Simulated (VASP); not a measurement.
# KMn (Pm-3m) in VASP: notebook

Runs on KMn. Level: PBE. Tasks: single point, relaxation of cell and atoms.

Program: VASP 6.6.1. These are calculated values, not measurements. Logs are shortened: lines on timing, memory, paths and dates and some standing lists are left out, and cuts for length are marked.

## Step 1: The cell of the first run

The structure is cubic, space group Pm-3m (No. 221). Conventional cell: a = 4.154 Å, b = 4.154 Å, c = 4.154 Å, α = 90.00°, β = 90.00°, γ = 90.00°. K (site symmetry m-3m) has 8 Mn at 3.60 Å and 6 K at 4.15 Å within 4.7 Å. Within 4.7 Å of Mn (site symmetry m-3m) lie 8 K at 3.60 Å and 6 Mn at 4.15 Å.

## Step 2: Single point, PBE, collinear spin, ferromagnetic start

The input, INCAR:

```
SYSTEM = KMn
ALGO = Normal ; EDIFF = 1E-6
ENCUT = 520 ; GGA = PE
ISIF = 2 ; ISMEAR = 0
ISPIN = 2 ; LASPH = .True.
LCHARG = .False. ; LMAXMIX = 4
LORBIT = 11 ; LREAL = .False.
LWAVE = .False. ; MAGMOM = 0 4.63
NBANDS = 22 ; NELM = 150
PREC = Accurate ; SIGMA = 0.1
```

The input, KPOINTS:

```
k-points
0
Gamma
  6 6 6
  0 0 0
```

The input, POSCAR:

```
KMn
1.0
    4.1539018742      0.0000000000      0.0000000000
    0.0000000000      4.1539018742      0.0000000000
    0.0000000000      0.0000000000      4.1539018742
K Mn
1 1
Direct
    0.0000000000      0.0000000000      0.0000000000
    0.5000000000      0.5000000000      0.5000000000
```

Potentials or basis: VASP PAW PBE potentials, release 64 (K_sv, Mn_pv).

Launch:

```bash
> cat potpaw_PBE.64/K_sv/POTCAR potpaw_PBE.64/Mn_pv/POTCAR > POTCAR
> mpirun -np 1 vasp_std > vasp.out
```

OUTCAR:

```text
SYSTEM = KMn
   EDIFF = 1E-6
   ENCUT = 520
   GGA = PE
   ISIF = 2
   ISMEAR = 0
   ISPIN = 2
   LASPH = .True.
   LORBIT = 11
   LREAL = .False.
   NELM = 150
   PREC = Accurate

 ion  position               nearest neighbor table
   1  0.000  0.000  0.000-
   2  0.500  0.500  0.500-

  LATTYP: Found a simple cubic cell.
 ALAT       =     4.1539018742

  Lattice vectors:

 A1 = (   4.1539018742,   0.0000000000,   0.0000000000)
 A2 = (   0.0000000000,   4.1539018742,   0.0000000000)
 A3 = (   0.0000000000,   0.0000000000,   4.1539018742)

Analysis of symmetry for initial positions (statically):
=====================================================================
 Subroutine PRICEL returns:
 Original cell was already a primitive cell.

 Routine SETGRP: Setting up the symmetry group for a
 simple cubic supercell.

 Subroutine GETGRP returns: Found 48 space group operations
 (whereof 48 operations were pure point group operations)
 out of a pool of 48 trial point group operations.

The static configuration has the point symmetry O_h .

Analysis of symmetry for dynamics (positions and initial velocities):
=====================================================================
 Subroutine PRICEL returns:
 Original cell was already a primitive cell.

 Routine SETGRP: Setting up the symmetry group for a
 simple cubic supercell.

 Subroutine GETGRP returns: Found 48 space group operations
 (whereof 48 operations were pure point group operations)
 out of a pool of 48 trial point group operations.

The dynamic configuration has the point symmetry O_h .

Analysis of structural, dynamic, and magnetic symmetry:
=====================================================================
 Subroutine PRICEL returns:
 Original cell was already a primitive cell.

 Routine SETGRP: Setting up the symmetry group for a
 simple cubic supercell.

 Subroutine GETGRP returns: Found 48 space group operations
 (whereof 48 operations were pure point group operations)
 out of a pool of 48 trial point group operations.

The overall configuration has the point symmetry O_h .

 Subroutine INISYM returns: Found 48 space group operations
 (whereof 48 operations are pure point group operations),
 and found     1 'primitive' translations

----------------------------------------------------------------------------------------

                                     Primitive cell

  volume of cell :      71.6752

  direct lattice vectors                    reciprocal lattice vectors
     4.153901874  0.000000000  0.000000000     0.240737511  0.000000000  0.000000000
     0.000000000  4.153901874  0.000000000     0.000000000  0.240737511  0.000000000
     0.000000000  0.000000000  4.153901874     0.000000000  0.000000000  0.240737511

  length of vectors
     4.153901874  4.153901874  4.153901874     0.240737511  0.240737511  0.240737511

  position of ions in fractional coordinates (direct lattice)
     0.000000000  0.000000000  0.000000000
     0.500000000  0.500000000  0.500000000

  ion indices of the primitive-cell ions
   primitive index   ion index
                 1           1
                 2           2

----------------------------------------------------------------------------------------

 KPOINTS: k-points

Automatic generation of k-mesh.
 Grid dimensions read from file:
 generate k-points for:    6    6    6

 Generating k-lattice:

  Cartesian coordinates                     Fractional coordinates (reciprocal lattice)
     0.040122919  0.000000000  0.000000000     0.166666667  0.000000000  0.000000000
     0.000000000  0.040122919  0.000000000     0.000000000  0.166666667  0.000000000
     0.000000000  0.000000000  0.040122919     0.000000000  0.000000000  0.166666667

  Length of vectors
     0.040122919  0.040122919  0.040122919

  Shift w.r.t. Gamma in fractional coordinates (k-lattice)
     0.000000000  0.000000000  0.000000000

 Subroutine IBZKPT returns following result:
 ===========================================

 Found     20 irreducible k-points:

 Following reciprocal coordinates:
            Coordinates               Weight
  0.000000  0.000000  0.000000      1.000000
  0.166667  0.000000  0.000000      6.000000
  0.333333  0.000000  0.000000      6.000000
  0.500000  0.000000  0.000000      3.000000
  0.166667  0.166667  0.000000     12.000000
  0.333333  0.166667  0.000000     24.000000
[... 12 lines left out ...]
  0.500000  0.500000  0.333333      6.000000
  0.500000  0.500000  0.500000      1.000000
   k-points           NKPTS =     20   k-points in BZ     NKDIM =     20   number of bands    NBANDS=     22
   number of dos      NEDOS =    301   number of ions     NIONS =      2
   total plane-waves  NPLWV =  32768
   dimension x,y,z NGX =    32 NGY =   32 NGZ =   32
   dimension x,y,z NGXF=    64 NGYF=   64 NGZF=   64
   ions per type =               1   1
   NGX,Y,Z   is equivalent  to a cutoff of  12.81, 12.81, 12.81 a.u.
   NGXF,Y,Z  is equivalent  to a cutoff of  25.61, 25.61, 25.61 a.u.
 SYSTEM =  KMn
   PREC   = accura    normal or accurate (medium, high low for compatibility)
   ISTART =      0    job   : 0-new  1-cont  2-samecut
   ICHARG =      2    charge: 1-file 2-atom 10-const
   ISPIN  =      2    spin polarized calculation?
   LNONCOLLINEAR =      F non collinear calculations
   LSORBIT =      F    spin-orbit coupling
   LASPH  =      T    aspherical Exc in radial PAW
   ENCUT  =  520.0 eV  38.22 Ry    6.18 a.u.   7.72  7.72  7.72*2*pi/ulx,y,z
   NELM   =    150;   NELMIN=  2; NELMDL= -5     # of ELM steps
   EDIFF  = 0.1E-05   stopping-criterion for ELM
   LREAL  =      F    real-space projection
   EDIFFG = 0.1E-04   stopping-criterion for IOM
   NSW    =      0    number of steps for IOM
   IBRION =     -1    ionic relax: 0-MD 1-quasi-New 2-CG
   NFREE  =      0    steps in history (QN), initial steepest desc. (CG)
   ISIF   =      2    stress and relaxation
   ISYM   =      2    0-nonsym 1-usesym 2-fastsym
   POTIM  = 0.5000    time-step for ionic-motion
   TEBEG  =    0.0;   TEEND  =   0.0 temperature during run
   PSTRESS=    0.0 pullay stress
   NELECT =      22.0000    total number of electrons
   NUPDOWN=      -1.0000    fix difference up-down
   EMIN   =  10.00;   EMAX   =-10.00  energy-range for DOS
   EFERMI =   0.00;   METHOD = LEGACY
   ISMEAR =     0;   SIGMA  =   0.10  broadening in eV -4-tet -1-fermi 0-gaus
   EFERMI_NEDOS =   21; number of points for ismear=-14 and -15
   IALGO  =     38    algorithm
   IMIX   =      4    mixing-type and parameters
     AMIX     =   0.40;   BMIX     =  1.00
     AMIX_MAG =   1.60;   BMIX_MAG =  1.00
  volume/ion in A,a.u.               =      35.84       241.84
  Fermi-wavevector in a.u.,A,eV,Ry     =   1.104315  2.086852 16.592452  1.219511
  Thomas-Fermi vector in A             =   2.240786
   LORBIT       =     11    0 simple, 1 ext, 2 COOP (PROOUT), +10 PAW based schemes
   GGA     = PE    functional components
   LHFCALC =     F    Hartree Fock is set to
   AEXX    =    0.0000 exact exchange contribution
   IVDW    =     0    specifies the selected vdW correction
   LEPSILON=     F    determine dielectric tensor
   LRPA    =     F    only Hartree local field effects (RPA)
 spin polarized calculation
 Gauss-broadening in eV      SIGMA  =   0.10
  energy-cutoff  :      520.00
  volume of cell :       71.68
 maximum number of plane-waves:      1956
 NGX is ok and might be reduce to    32
   NGX = 15   NGY = 15   NGZ = 15

 number of electron      21.9999968 magnetization       4.2559251

 Free energy of the ion-electron system (eV)
  ---------------------------------------------------
  ext. energy  EPLUGINS =         0.00000000
  ---------------------------------------------------
  free energy    TOTEN  =        -7.67546113 eV

  energy without entropy =       -7.66071728  energy(sigma->0) =       -7.66808921

 E-fermi :   1.6148     XC(G=0):  -7.8589

 val. band max:        1.6037914190   @ k =   0.3333   0.3333   0.1667
 cond. band min:       1.6217343016   @ k =   0.1667   0.1667   0.1667
 fundamental gap:      0.0179428826
 Fermi energy:         1.6147682450

 spin component 1

 k-point     1 :       0.0000    0.0000    0.0000
  band No.  band energies     occupation
      1     -49.0997      1.00000
      2     -49.0997      1.00000
      3     -49.0997      1.00000
      4     -29.3343      1.00000
      5     -12.7990      1.00000
      6     -12.7990      1.00000
[... 14 lines left out ...]
     21       8.9233      0.00000
     22       9.4404      0.00000
[... 451 lines left out ...]
 k-point    20 :       0.5000    0.5000    0.5000
  band No.  band energies     occupation
      1     -49.1002      1.00000
      2     -49.1002      1.00000
      3     -49.1002      1.00000
      4     -29.3128      1.00000
      5     -12.8986      1.00000
      6     -12.8986      1.00000
[... 14 lines left out ...]
     21      10.0954      0.00000
     22      10.0954      0.00000
 Fermi energy:         1.6147682450

 spin component 2

 k-point     1 :       0.0000    0.0000    0.0000
  band No.  band energies     occupation
      1     -44.7092      1.00000
      2     -44.7092      1.00000
      3     -44.7092      1.00000
      4     -29.3602      1.00000
      5     -12.8303      1.00000
      6     -12.8303      1.00000
[... 14 lines left out ...]
     21       8.9899      0.00000
     22      10.1590      0.00000
[... 452 lines left out ...]
  band No.  band energies     occupation
      1     -44.7099      1.00000
      2     -44.7099      1.00000
      3     -44.7099      1.00000
      4     -29.3378      1.00000
      5     -12.9359      1.00000
      6     -12.9359      1.00000
[... 14 lines left out ...]
     21      10.0148      0.00000
     22      10.0148      0.00000

------------------------ aborting loop because EDIFF is reached ----------------------------------------

  FORCE on cell =-STRESS in cart. coord.  units (eV):
  Direction    XX          YY          ZZ          XY          YZ          ZX
  --------------------------------------------------------------------------------------
  -------------------------------------------------------------------------------------
  Total        0.0590453      0.0590453      0.0590453     -0.0000000      0.0000000     -0.0000000
  in kB        1.3198572      1.3198572      1.3198572     -0.0000000      0.0000000     -0.0000000
  external PRESSURE =       1.3198572 kB  Pullay stress =       0.0000000 kB

 VOLUME and BASIS-vectors are now :
 -----------------------------------------------------------------------------
  energy-cutoff  :      520.00
  volume of cell :       71.68
      direct lattice vectors                 reciprocal lattice vectors
     4.153901874  0.000000000  0.000000000     0.240737511  0.000000000  0.000000000
     0.000000000  4.153901874  0.000000000     0.000000000  0.240737511  0.000000000
     0.000000000  0.000000000  4.153901874     0.000000000  0.000000000  0.240737511

 POSITION                                       TOTAL-FORCE (eV/Angst)
 -----------------------------------------------------------------------------------
      0.00000      0.00000      0.00000         0.000000      0.000000      0.000000
      2.07695      2.07695      2.07695         0.000000      0.000000      0.000000
 -----------------------------------------------------------------------------------
    total drift:                                0.000000      0.000000     -0.000000

  FREE ENERGIE OF THE ION-ELECTRON SYSTEM (eV)
  ---------------------------------------------------
  free  energy   TOTEN  =        -7.6754611274 eV

  energy  without entropy=       -7.6607172832  energy(sigma->0) =       -7.66808921

 total charge

# of ion       s       p       d       tot
------------------------------------------
    1        1.981   5.560   0.034   7.576
    2        0.385   6.028   4.897  11.310
--------------------------------------------------
tot          2.367  11.588   4.931  18.886

 magnetization (x)

# of ion       s       p       d       tot
------------------------------------------
    1       -0.011  -0.001  -0.009  -0.021
    2        0.073  -0.010   4.126   4.190
--------------------------------------------------
tot          0.062  -0.011   4.118   4.169
```

Wall time 44 s (1 thread of Intel Xeon Platinum 8175M at 2.50GHz (Skylake/Cascade Lake), shared host); peak memory 0.22 GiB.

Results:

| Property | Result |
| --- | --- |
| Free energy | -7.6755 eV |
| Pressure | 0.1 GPa |
| Net moment | 4.26 μB per cell |
| Site moments | K -0.02; Mn +4.19 μB |
| Valence electrons inside the program's atomic spheres | K 7.58; Mn 11.31 |

(Continued in part 2 of 2.)
